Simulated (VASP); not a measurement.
# AlN (F-43m) in VASP: relaxation of cell and atoms with r2SCAN

Aim: the relaxation of cell and atoms of AlN with r2SCAN.

Everything below comes from runs of VASP 6.6.1. Logs are shortened: lines on timing, memory, paths and dates and some standing lists are left out, and cuts for length are marked.

## (1) The cell of the first run

The structure is cubic, space group F-43m (No. 216). The conventional cell has a = 4.370 Å, b = 4.370 Å, c = 4.370 Å, α = 90.00°, β = 90.00°, γ = 90.00°. Al (site symmetry -43m) has 4 N at 1.89 Å within 2.5 Å. Within 2.5 Å of N (site symmetry -43m) lie 4 Al at 1.89 Å.

## (2) Relaxation of cell and atoms, r2SCAN, target pressure 15 GPa, at which the enthalpy is minimised

The input, POSCAR:

```
AlN
1.0
    2.1848998483      2.1848998483      0.0000000000
   -2.1848998483      2.1848998483      0.0000000000
    0.0000000000      2.1848998483      2.1848998483
Al N
1 1
Direct
    0.0000000000      0.0000000000      0.0000000000
    0.2500000000      0.7500000000      0.5000000000
```

The input, INCAR.step1:

```
SYSTEM = AlN
PREC = Accurate
ENCUT = 600
ISMEAR = 0
SIGMA = 0.01
LREAL = .FALSE.
LASPH = .TRUE.
NELM = 100
GGA = PE
ALGO = Normal
EDIFF = 1E-4
LWAVE = .TRUE.
LCHARG = .FALSE.
```

The input, INCAR.step2:

```
SYSTEM = AlN
PREC = Accurate
ENCUT = 600
EDIFF = 1E-7
ISMEAR = 0
SIGMA = 0.01
LREAL = .FALSE.
LASPH = .TRUE.
NELM = 100
ALGO = Normal
ISIF = 3
LWAVE = .FALSE.
LCHARG = .FALSE.
METAGGA = R2SCAN
LMIXTAU = .TRUE.
IBRION = 2
NSW = 100
EDIFFG = -0.002
PSTRESS = 150.0
ISTART = 1
```

The input, KPOINTS:

```
Automatic mesh
0
G
  10 10 10
  0 0 0
```

Potentials or basis: VASP PAW PBE potentials, release 64 (Al, N).

The run is started by

```
$ cat potpaw_PBE.64/Al/POTCAR potpaw_PBE.64/N/POTCAR > POTCAR
$ cp INCAR.step1 INCAR
$ mpirun -np 1 vasp_std > vasp.out
$ cp INCAR.step2 INCAR
$ mpirun -np 1 vasp_std > vasp.out
```

OUTCAR:

```text
SYSTEM = AlN
   PREC = Accurate
   ENCUT = 600
   EDIFF = 1E-7
   ISMEAR = 0
   LREAL = .FALSE.
   LASPH = .TRUE.
   NELM = 100
   ISIF = 3
   METAGGA = R2SCAN
   IBRION = 2
   NSW = 100
   EDIFFG = -0.002
   PSTRESS = 150.0
   ISTART = 1

 ion  position               nearest neighbor table
   1  0.000  0.000  0.000-   2 1.89   2 1.89   2 1.89   2 1.89
   2  0.250  0.750  0.500-   1 1.89   1 1.89   1 1.89   1 1.89

  LATTYP: Found a face centered cubic cell.
 ALAT       =     4.3697996966

  Lattice vectors:

 A1 = (   0.0000000000,   2.1848998483,   2.1848998483)
 A2 = (   2.1848998483,   0.0000000000,   2.1848998483)
 A3 = (   2.1848998483,   2.1848998483,   0.0000000000)

Analysis of symmetry for initial positions (statically):
=====================================================================
 Subroutine PRICEL returns:
 Original cell was already a primitive cell.

 Routine SETGRP: Setting up the symmetry group for a
 face centered cubic supercell.

 Subroutine GETGRP returns: Found 24 space group operations
 (whereof 24 operations were pure point group operations)
 out of a pool of 48 trial point group operations.

The static configuration has the point symmetry T_d .

Analysis of symmetry for dynamics (positions and initial velocities):
=====================================================================
 Subroutine PRICEL returns:
 Original cell was already a primitive cell.

 Routine SETGRP: Setting up the symmetry group for a
 face centered cubic supercell.

 Subroutine GETGRP returns: Found 24 space group operations
 (whereof 24 operations were pure point group operations)
 out of a pool of 48 trial point group operations.

The dynamic configuration has the point symmetry T_d .

 Subroutine INISYM returns: Found 24 space group operations
 (whereof 24 operations are pure point group operations),
 and found     1 'primitive' translations

----------------------------------------------------------------------------------------

                                     Primitive cell

  volume of cell :      20.8605

  direct lattice vectors                    reciprocal lattice vectors
     2.184899848  2.184899848  0.000000000     0.228843441  0.228843441 -0.228843441
    -2.184899848  2.184899848  0.000000000    -0.228843441  0.228843441 -0.228843441
     0.000000000  2.184899848  2.184899848     0.000000000  0.000000000  0.457686882

  length of vectors
     3.089914998  3.089914998  3.089914998     0.396368467  0.396368467  0.457686882

  position of ions in fractional coordinates (direct lattice)
     0.000000000  0.000000000  0.000000000
     0.250000000  0.750000000  0.500000000

  ion indices of the primitive-cell ions
   primitive index   ion index
                 1           1
                 2           2

----------------------------------------------------------------------------------------

 KPOINTS: Automatic mesh

Automatic generation of k-mesh.
 Grid dimensions read from file:
 generate k-points for:   10   10   10

 Generating k-lattice:

  Cartesian coordinates                     Fractional coordinates (reciprocal lattice)
     0.022884344  0.022884344 -0.022884344     0.100000000  0.000000000  0.000000000
    -0.022884344  0.022884344 -0.022884344     0.000000000  0.100000000  0.000000000
     0.000000000  0.000000000  0.045768688     0.000000000  0.000000000  0.100000000

  Length of vectors
     0.039636847  0.039636847  0.045768688

  Shift w.r.t. Gamma in fractional coordinates (k-lattice)
     0.000000000  0.000000000  0.000000000

 Subroutine IBZKPT returns following result:
 ===========================================

 Found     47 irreducible k-points:

 Following reciprocal coordinates:
            Coordinates               Weight
  0.000000  0.000000  0.000000      1.000000
  0.100000  0.000000  0.000000      8.000000
  0.200000  0.000000  0.000000      8.000000
  0.300000  0.000000  0.000000      8.000000
  0.400000  0.000000  0.000000      8.000000
  0.500000  0.000000  0.000000      4.000000
[... 16 lines left out ...]
  0.300000  0.300000  0.000000     12.000000
  0.400000  0.300000  0.000000     24.000000
 [... further k-points ...]
   k-points           NKPTS =     47   k-points in BZ     NKDIM =     47   number of bands    NBANDS=      8
   number of dos      NEDOS =    301   number of ions     NIONS =      2
   total plane-waves  NPLWV =  21952
   dimension x,y,z NGX =    28 NGY =   28 NGZ =   28
   dimension x,y,z NGXF=    56 NGYF=   56 NGZF=   56
   ions per type =               1   1
   NGX,Y,Z   is equivalent  to a cutoff of  15.06, 15.06, 15.06 a.u.
   NGXF,Y,Z  is equivalent  to a cutoff of  30.13, 30.13, 30.13 a.u.
 SYSTEM =  AlN
   PREC   = accura    normal or accurate (medium, high low for compatibility)
   ISTART =      1    job   : 0-new  1-cont  2-samecut
   ICHARG =      0    charge: 1-file 2-atom 10-const
   ISPIN  =      1    spin polarized calculation?
   LNONCOLLINEAR =      F non collinear calculations
   LSORBIT =      F    spin-orbit coupling
   LASPH  =      T    aspherical Exc in radial PAW
   ENCUT  =  600.0 eV  44.10 Ry    6.64 a.u.   6.17  6.17  6.17*2*pi/ulx,y,z
   NELM   =    100;   NELMIN=  2; NELMDL=  0     # of ELM steps
   EDIFF  = 0.1E-06   stopping-criterion for ELM
   LREAL  =      F    real-space projection
   EDIFFG = -.2E-02   stopping-criterion for IOM
   NSW    =    100    number of steps for IOM
   IBRION =      2    ionic relax: 0-MD 1-quasi-New 2-CG
   NFREE  =      1    steps in history (QN), initial steepest desc. (CG)
   ISIF   =      3    stress and relaxation
   ISYM   =      2    0-nonsym 1-usesym 2-fastsym
   POTIM  = 0.5000    time-step for ionic-motion
   TEBEG  =    0.0;   TEEND  =   0.0 temperature during run
   PSTRESS=  150.0 pullay stress
   NELECT =       8.0000    total number of electrons
   NUPDOWN=      -1.0000    fix difference up-down
   EMIN   =  10.00;   EMAX   =-10.00  energy-range for DOS
   EFERMI =   0.00;   METHOD = LEGACY
   ISMEAR =     0;   SIGMA  =   0.01  broadening in eV -4-tet -1-fermi 0-gaus
   EFERMI_NEDOS =   21; number of points for ismear=-14 and -15
   IALGO  =     38    algorithm
   IMIX   =      4    mixing-type and parameters
     AMIX     =   0.40;   BMIX     =  1.00
     AMIX_MAG =   1.60;   BMIX_MAG =  1.00
  volume/ion in A,a.u.               =      10.43        70.39
  Fermi-wavevector in a.u.,A,eV,Ry     =   1.189406  2.247651 19.247966  1.414686
  Thomas-Fermi vector in A             =   2.325514
   LORBIT       =      0    0 simple, 1 ext, 2 COOP (PROOUT), +10 PAW based schemes
   METAGGA = R2SCAN    functional components
   LHFCALC =     F    Hartree Fock is set to
   AEXX    =    0.0000 exact exchange contribution
   IVDW    =     0    specifies the selected vdW correction
   LEPSILON=     F    determine dielectric tensor
   LRPA    =     F    only Hartree local field effects (RPA)
 conjugate gradient relaxation of ions
 non-spin polarized calculation
 Gauss-broadening in eV      SIGMA  =   0.01
  energy-cutoff  :      600.00
  volume of cell :       20.86
 maximum number of plane-waves:       725
 NGX is ok and might be reduce to    28
   NGX = 13   NGY = 13   NGZ = 13

--------------------------------------- Ionic step        1  -------------------------------------------

 number of electron       7.9999999 magnetization

 Free energy of the ion-electron system (eV)
  ---------------------------------------------------
  ext. energy  EPLUGINS =         0.00000000
  ---------------------------------------------------
  free energy    TOTEN  =       -19.17969567 eV

  energy without entropy =      -19.17969567  energy(sigma->0) =      -19.17969567

------------------------ aborting loop because EDIFF is reached ----------------------------------------

  FORCE on cell =-STRESS in cart. coord.  units (eV):
  Direction    XX          YY          ZZ          XY          YZ          ZX
  --------------------------------------------------------------------------------------
  -------------------------------------------------------------------------------------
  Total       -0.0439679     -0.0439679     -0.0439679     -0.0000000     -0.0000000      0.0000000
  in kB       -3.3769303     -3.3769303     -3.3769303     -0.0000000     -0.0000000      0.0000000
  external PRESSURE =    -153.3769303 kB  Pullay stress =     150.0000000 kB
[... 99 lines left out ...]
  enthalpy is  TOTEN    =       -17.2914151504 eV   P V=        1.8344992668

--------------------------------------- Ionic step        4  -------------------------------------------

 number of electron       8.0000000 magnetization

 Free energy of the ion-electron system (eV)
  ---------------------------------------------------
  ext. energy  EPLUGINS =         0.00000000
  ---------------------------------------------------
  free energy    TOTEN  =       -19.12328372 eV

  energy without entropy =      -19.12328372  energy(sigma->0) =      -19.12328372

 E-fermi :   6.4127     XC(G=0): -11.7063

 val. band max:        6.2938376720   @ k =   0.0000   0.0000   0.0000
 cond. band min:      10.2753775514   @ k =   0.5000   0.5000   0.0000
 fundamental gap:      3.9815398793
 Fermi energy:         6.4127335000

 k-point     1 :       0.0000    0.0000    0.0000
  band No.  band energies     occupation
      1      -9.8221      2.00000
      2       6.2938      2.00000
      3       6.2938      2.00000
      4       6.2938      2.00000
      5      11.7865      0.00000
      6      20.4755      0.00000
      7      20.4755      0.00000
      8      20.4755      0.00000
[... 243 lines left out ...]
 k-point    24 :       0.4000    0.3000    0.0000
  band No.  band energies     occupation
      1      -7.0620      2.00000
      2       1.5320      2.00000
      3       2.8061      2.00000
      4       5.0525      2.00000
      5      12.9671      0.00000
      6      17.8789      0.00000
      7      20.9059      0.00000
      8      21.3765      0.00000

 [... further k-points ...]

------------------------ aborting loop because EDIFF is reached ----------------------------------------

  FORCE on cell =-STRESS in cart. coord.  units (eV):
  Direction    XX          YY          ZZ          XY          YZ          ZX
  --------------------------------------------------------------------------------------
  -------------------------------------------------------------------------------------
  Total        1.8278463      1.8278463      1.8278463      0.0000000      0.0000000      0.0000000
  in kB      149.6729428    149.6729428    149.6729428      0.0000000      0.0000000      0.0000000
  external PRESSURE =      -0.3270572 kB  Pullay stress =     150.0000000 kB
[... 17 lines left out ...]
  FREE ENERGIE OF THE ION-ELECTRON SYSTEM (eV)
  ---------------------------------------------------
  free  energy   TOTEN  =       -19.1232837221 eV

  energy  without entropy=      -19.1232837221  energy(sigma->0) =      -19.12328372

  enthalpy is  TOTEN    =       -17.2914433528 eV   P V=        1.8318403693

 reached required accuracy - stopping structural energy minimisation
```

It took 2 min on 1 thread of Intel Xeon 6975P-C (Granite Rapids), shared host; peak memory 0.15 GiB.

Results:

```
Free energy                                                : -19.1233 eV
Relaxed volume                                             : 9.78 Å³/atom
Relaxed cell                                               : a = 3.025 Å, b = 3.025 Å, c = 3.025 Å, α = 60.00°, β = 60.00°, γ = 90.00°
Space group after relaxing (to 0.1 Å)                      : F-43m (No. 216)
Energy change on relaxing (the run minimises the enthalpy) : +28.2 meV/atom
Ionic steps                                                : 4
Pressure after relaxing                                    : 15.0 GPa
Band gap on the k mesh                                     : 3.98 eV (least direct gap 5.49 eV)
```

The path:
```
step  energy change (eV)  largest force (eV/Å)  pressure (GPa)  volume (Å³)
   1              0.0000                0.0000           -0.34        20.86
   2              0.3258                0.0000           41.34        17.99
   3              0.0538                0.0000           14.58        19.59
   4              0.0564                0.0000           14.97        19.57
```

Final structure:
```
CELL_PARAMETERS angstrom
2.13874 2.13874 0.00000
-2.13874 2.13874 0.00000
0.00000 2.13874 2.13874
ATOMIC_POSITIONS crystal
Al 0.00000 0.00000 0.00000
N 0.25000 0.75000 0.50000
```

Caveat: the cell is relaxed towards a set pressure, so the run minimises the enthalpy, not the energy; the PAW data sets were made with another functional, which shifts forces and pressure a little. A k mesh can miss the band edges.
